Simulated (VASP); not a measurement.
# SiGe4 (P1) in VASP: single point with PBE

Aim: the single point of SiGe4 with PBE.

All numbers are computed with VASP 6.6.1; they aren't measurements. Logs are shortened: lines on timing, memory, paths and dates and some standing lists are left out, and cuts for length are marked.

## (1) The cell of the first run

The typed cell holds 5 atoms: a = 5.339 Å, b = 5.339 Å, c = 5.339 Å, α = 109.47°, β = 109.47°, γ = 109.47°.

## (2) Single point, PBE

File INCAR:

```
  ALGO = Normal
  EDIFF = 1E-6
  ENCUT = 410
  GGA = PE
  GGA_COMPAT = False
  ISIF = 2
  ISMEAR = 1
  LASPH = True
  LCHARG = False
  LREAL = False
  LWAVE = False
  NBANDS = 38
  NELM = 120
  PREC = Accurate
  SIGMA = 0.15
```

File KPOINTS:

```
k-points
0
Gamma
  3 3 3
```

File POSCAR:

```
SiGe4
1.0
   -3.0822040000      3.0822040000      3.0822040000
    3.0822040000     -3.0822040000      3.0822040000
    3.0822040000      3.0822040000     -3.0822040000
Si Ge
1 4
Direct
   -0.0038965623     -0.0108235860     -0.0299809811
    0.3882048365      0.3797607167      0.3952725063
    0.6259647317      0.0158323395      0.0285913911
   -0.0149438519      0.0018859881      0.5786661104
    0.0022811598      0.6067062725      0.0090631574
```

Potentials or basis: VASP PAW PBE potentials, release 64 (Si, Ge_d).

The run is started by

```console
cat potpaw_PBE.64/Si/POTCAR potpaw_PBE.64/Ge_d/POTCAR > POTCAR
mpirun -np 1 vasp_std > vasp.out
```

OUTCAR:

```text
EDIFF = 1E-6
   ENCUT = 410
   GGA = PE
   ISIF = 2
   ISMEAR = 1
   LASPH = True
   LREAL = False
   NELM = 120
   PREC = Accurate

 ion  position               nearest neighbor table
   1  0.996  0.989  0.970-   4 2.09   5 2.13   3 2.14   2 2.16
   2  0.388  0.380  0.395-   1 2.16
   3  0.626  0.016  0.029-   1 2.14
   4  0.985  0.002  0.579-   1 2.09
   5  0.002  0.607  0.009-   1 2.13

  LATTYP: Found a body centered cubic cell.
 ALAT       =     6.1644080000

  Lattice vectors:

 A1 = (  -3.0822040000,   3.0822040000,   3.0822040000)
 A2 = (   3.0822040000,  -3.0822040000,   3.0822040000)
 A3 = (   3.0822040000,   3.0822040000,  -3.0822040000)

Analysis of symmetry for initial positions (statically):
=====================================================================
 Subroutine PRICEL returns:
 Original cell was already a primitive cell.

 Routine SETGRP: Setting up the symmetry group for a
 body centered cubic supercell.

 Subroutine GETGRP returns: Found  1 space group operations
 (whereof  1 operations were pure point group operations)
 out of a pool of 48 trial point group operations.

The static configuration has the point symmetry C_1 .

Analysis of symmetry for dynamics (positions and initial velocities):
=====================================================================
 Subroutine PRICEL returns:
 Original cell was already a primitive cell.

 Routine SETGRP: Setting up the symmetry group for a
 body centered cubic supercell.

 Subroutine GETGRP returns: Found  1 space group operations
 (whereof  1 operations were pure point group operations)
 out of a pool of 48 trial point group operations.

The dynamic configuration has the point symmetry C_1 .

 Subroutine INISYM returns: Found  1 space group operations
 (whereof  1 operations are pure point group operations),
 and found     1 'primitive' translations

----------------------------------------------------------------------------------------

                                     Primitive cell

  volume of cell :     117.1235

  direct lattice vectors                    reciprocal lattice vectors
    -3.082204000  3.082204000  3.082204000     0.000000000  0.162221579  0.162221579
     3.082204000 -3.082204000  3.082204000     0.162221579  0.000000000  0.162221579
     3.082204000  3.082204000 -3.082204000     0.162221579  0.162221579  0.000000000

  length of vectors
     5.338533927  5.338533927  5.338533927     0.229415957  0.229415957  0.229415957

  position of ions in fractional coordinates (direct lattice)
     0.996103438  0.989176414  0.970019019
     0.388204837  0.379760717  0.395272506
     0.625964732  0.015832340  0.028591391
     0.985056148  0.001885988  0.578666110
     0.002281160  0.606706272  0.009063157

  ion indices of the primitive-cell ions
   primitive index   ion index
                 1           1
                 2           2
                 3           3
                 4           4
                 5           5

----------------------------------------------------------------------------------------

 KPOINTS: k-points

Automatic generation of k-mesh.
 Grid dimensions read from file:
 generate k-points for:    3    3    3

 Generating k-lattice:

  Cartesian coordinates                     Fractional coordinates (reciprocal lattice)
     0.000000000  0.054073860  0.054073860     0.333333333  0.000000000  0.000000000
     0.054073860  0.000000000  0.054073860     0.000000000  0.333333333  0.000000000
     0.054073860  0.054073860  0.000000000     0.000000000  0.000000000  0.333333333

  Length of vectors
     0.076471986  0.076471986  0.076471986

  Shift w.r.t. Gamma in fractional coordinates (k-lattice)
     0.000000000  0.000000000  0.000000000

 Subroutine IBZKPT returns following result:
 ===========================================

 Found     14 irreducible k-points:

 Following reciprocal coordinates:
            Coordinates               Weight
  0.000000  0.000000  0.000000      1.000000
  0.333333  0.000000  0.000000      2.000000
  0.000000  0.333333  0.000000      2.000000
  0.000000  0.000000  0.333333      2.000000
  0.333333  0.000000 -0.333333      2.000000
  0.333333 -0.333333  0.000000      2.000000
  0.000000  0.333333 -0.333333      2.000000
  0.333333  0.333333  0.000000      2.000000
  0.000000  0.333333  0.333333      2.000000
  0.333333  0.000000  0.333333      2.000000
 -0.333333 -0.333333 -0.333333      2.000000
 -0.333333  0.333333  0.333333      2.000000
  0.333333 -0.333333  0.333333      2.000000
  0.333333  0.333333 -0.333333      2.000000
   k-points           NKPTS =     14   k-points in BZ     NKDIM =     14   number of bands    NBANDS=     38
   number of dos      NEDOS =    301   number of ions     NIONS =      5
   total plane-waves  NPLWV =  46656
   dimension x,y,z NGX =    36 NGY =   36 NGZ =   36
   dimension x,y,z NGXF=    72 NGYF=   72 NGZF=   72
   ions per type =               1   4
   NGX,Y,Z   is equivalent  to a cutoff of  11.21, 11.21, 11.21 a.u.
   NGXF,Y,Z  is equivalent  to a cutoff of  22.42, 22.42, 22.42 a.u.
 SYSTEM =  unknown system
   PREC   = accura    normal or accurate (medium, high low for compatibility)
   ISTART =      0    job   : 0-new  1-cont  2-samecut
   ICHARG =      2    charge: 1-file 2-atom 10-const
   ISPIN  =      1    spin polarized calculation?
   LNONCOLLINEAR =      F non collinear calculations
   LSORBIT =      F    spin-orbit coupling
   LASPH  =      T    aspherical Exc in radial PAW
   ENCUT  =  410.0 eV  30.13 Ry    5.49 a.u.   8.81  8.81  8.81*2*pi/ulx,y,z
   NELM   =    120;   NELMIN=  2; NELMDL= -5     # of ELM steps
   EDIFF  = 0.1E-05   stopping-criterion for ELM
   LREAL  =      F    real-space projection
   EDIFFG = 0.1E-04   stopping-criterion for IOM
   NSW    =      0    number of steps for IOM
   IBRION =     -1    ionic relax: 0-MD 1-quasi-New 2-CG
   NFREE  =      0    steps in history (QN), initial steepest desc. (CG)
   ISIF   =      2    stress and relaxation
   ISYM   =      2    0-nonsym 1-usesym 2-fastsym
   POTIM  = 0.5000    time-step for ionic-motion
   TEBEG  =    0.0;   TEEND  =   0.0 temperature during run
   PSTRESS=    0.0 pullay stress
   NELECT =      60.0000    total number of electrons
   NUPDOWN=      -1.0000    fix difference up-down
   EMIN   =  10.00;   EMAX   =-10.00  energy-range for DOS
   EFERMI =   0.00;   METHOD = LEGACY
   ISMEAR =     1;   SIGMA  =   0.15  broadening in eV -4-tet -1-fermi 0-gaus
   EFERMI_NEDOS =   21; number of points for ismear=-14 and -15
   IALGO  =     38    algorithm
   IMIX   =      4    mixing-type and parameters
     AMIX     =   0.40;   BMIX     =  1.00
     AMIX_MAG =   1.60;   BMIX_MAG =  1.00
  volume/ion in A,a.u.               =      23.42       158.08
  Fermi-wavevector in a.u.,A,eV,Ry     =   1.309917  2.475385 23.346009  1.715883
  Thomas-Fermi vector in A             =   2.440483
   LORBIT       =      0    0 simple, 1 ext, 2 COOP (PROOUT), +10 PAW based schemes
   GGA     = PE    functional components
   LHFCALC =     F    Hartree Fock is set to
   AEXX    =    0.0000 exact exchange contribution
   IVDW    =     0    specifies the selected vdW correction
   LEPSILON=     F    determine dielectric tensor
   LRPA    =     F    only Hartree local field effects (RPA)
 non-spin polarized calculation
 Methfessel and Paxton  Order N= 1 SIGMA  =   0.15
  energy-cutoff  :      410.00
  volume of cell :      117.12
 maximum number of plane-waves:      2226
   NGX = 17   NGY = 17   NGZ = 17

 number of electron      60.0000016 magnetization

 Free energy of the ion-electron system (eV)
  ---------------------------------------------------
  ext. energy  EPLUGINS =         0.00000000
  ---------------------------------------------------
  free energy    TOTEN  =       -18.87816842 eV

  energy without entropy =      -18.88180923  energy(sigma->0) =      -18.87938202

 E-fermi :   3.6831     XC(G=0):  -9.7274

 val. band max:        3.6730699280   @ k =   0.3333   0.0000   0.0000
 cond. band min:       4.8143071648   @ k =   0.3333  -0.3333   0.0000
 fundamental gap:      1.1412372368
 Fermi energy:         3.6831100009

 k-point     1 :       0.0000    0.0000    0.0000
  band No.  band energies     occupation
      1     -20.3916      2.00000
      2     -20.3825      2.00000
      3     -20.3812      2.00000
      4     -20.3476      2.00000
      5     -20.3462      2.00000
      6     -20.3170      2.00000
[... 30 lines left out ...]
     37      10.6107      0.00000
     38      10.7862      0.00000

 k-point     2 :       0.3333    0.0000    0.0000
  band No.  band energies     occupation
      1     -20.3915      2.00000
      2     -20.3818      2.00000
      3     -20.3800      2.00000
      4     -20.3484      2.00000
      5     -20.3460      2.00000
      6     -20.3159      2.00000
[... 30 lines left out ...]
     37       9.6147      0.00000
     38      10.5611      0.00000

 k-point     3 :       0.0000    0.3333    0.0000
  band No.  band energies     occupation
      1     -20.3921      2.00000
      2     -20.3807      2.00000
      3     -20.3797      2.00000
      4     -20.3479      2.00000
      5     -20.3461      2.00000
      6     -20.3162      2.00000
[... 30 lines left out ...]
     37       9.6364      0.00000
     38      10.6057      0.00000

 k-point     4 :       0.0000    0.0000    0.3333
  band No.  band energies     occupation
      1     -20.3923      2.00000
      2     -20.3813      2.00000
      3     -20.3800      2.00000
      4     -20.3463      2.00000
      5     -20.3449      2.00000
      6     -20.3170      2.00000
[... 30 lines left out ...]
     37       9.5927      0.00000
     38      10.6163      0.00000
[... 293 lines left out ...]
      4     -20.3479      2.00000
      5     -20.3462      2.00000
      6     -20.3147      2.00000
[... 30 lines left out ...]
     37      10.0275      0.00000
     38      10.4827      0.00000

 k-point    13 :       0.3333   -0.3333    0.3333
  band No.  band energies     occupation
      1     -20.3906      2.00000
      2     -20.3819      2.00000
      3     -20.3802      2.00000
      4     -20.3480      2.00000
      5     -20.3464      2.00000
      6     -20.3152      2.00000
[... 30 lines left out ...]
     37      10.0506      0.00000
     38      10.4204      0.00000

 k-point    14 :       0.3333    0.3333   -0.3333
  band No.  band energies     occupation
      1     -20.3911      2.00000
      2     -20.3817      2.00000
      3     -20.3798      2.00000
      4     -20.3483      2.00000
      5     -20.3460      2.00000
      6     -20.3134      2.00000
[... 30 lines left out ...]
     37      10.0891      0.00000
     38      10.4999      0.00000

------------------------ aborting loop because EDIFF is reached ----------------------------------------

  FORCE on cell =-STRESS in cart. coord.  units (eV):
  Direction    XX          YY          ZZ          XY          YZ          ZX
  --------------------------------------------------------------------------------------
  -------------------------------------------------------------------------------------
  Total        6.3941947      6.6006737      6.0566380      0.4361181     -1.2891317     -0.6856333
  in kB       87.4686270     90.2931317     82.8510603      5.9658259    -17.6345238     -9.3790393
  external PRESSURE =      86.8709397 kB  Pullay stress =       0.0000000 kB

 VOLUME and BASIS-vectors are now :
 -----------------------------------------------------------------------------
  energy-cutoff  :      410.00
  volume of cell :      117.12
      direct lattice vectors                 reciprocal lattice vectors
    -3.082204000  3.082204000  3.082204000     0.000000000  0.162221579  0.162221579
     3.082204000 -3.082204000  3.082204000     0.162221579  0.000000000  0.162221579
     3.082204000  3.082204000 -3.082204000     0.162221579  0.162221579  0.000000000

 POSITION                                       TOTAL-FORCE (eV/Angst)
 -----------------------------------------------------------------------------------
      2.96845      3.01115      3.12924        -0.111453      0.014181      0.104782
      1.19228      1.24434      1.14872         2.200021      2.207315      1.744759
     -1.79243      1.96868      1.89003         2.591616     -1.726434     -2.276893
     -1.24676      4.81390      1.25839        -2.719089     -3.098871      2.983375
      1.89090     -1.83503      1.84909        -1.961095      2.603810     -2.556022
 -----------------------------------------------------------------------------------
    total drift:                               -0.000717      0.001506     -0.002187

  FREE ENERGIE OF THE ION-ELECTRON SYSTEM (eV)
  ---------------------------------------------------
  free  energy   TOTEN  =       -18.8781684170 eV

  energy  without entropy=      -18.8818092303  energy(sigma->0) =      -18.87938202
```

Wall time 42 s (1 thread of AMD EPYC 7R13 (Zen 3), shared host); peak memory 0.18 GiB.

Results:

| Quantity | Value |
| --- | --- |
| Free energy | -18.8782 eV |
| Pressure | 8.7 GPa |
| Largest force | 5.089 eV/Å |
| Band gap on the k mesh | zero (bands 30 and 31 overlap by 0.20 eV) |

Forces in eV/Å, atoms in the order of the input:
```
Si  -0.111  0.014  0.105
Ge   2.200  2.207  1.745
Ge   2.592 -1.726 -2.277
Ge  -2.719 -3.099  2.983
Ge  -1.961  2.604 -2.556
```

Stress tensor (GPa, compression positive):
```
 8.75  0.60 -0.94
 0.60  9.03 -1.76
-0.94 -1.76  8.29
```

Levels at points of the mesh, in eV from the Fermi level:
```
           k point  band 26  band 27  band 28  band 29  band 30  band 31  band 32  band 33  band 34  band 35
(0.00, 0.00, 0.00)    -3.51    -3.25    -3.17    -0.55    -0.46    -0.21     2.00     2.22     4.26     4.28
```

Caveat: the k points lie up to 0.48 Å⁻¹ apart; semilocal functionals underestimate gaps, so a narrow gap can read as zero; forces of over 1 eV/Å act on the atoms, so gaps and moduli don't describe the material at rest.
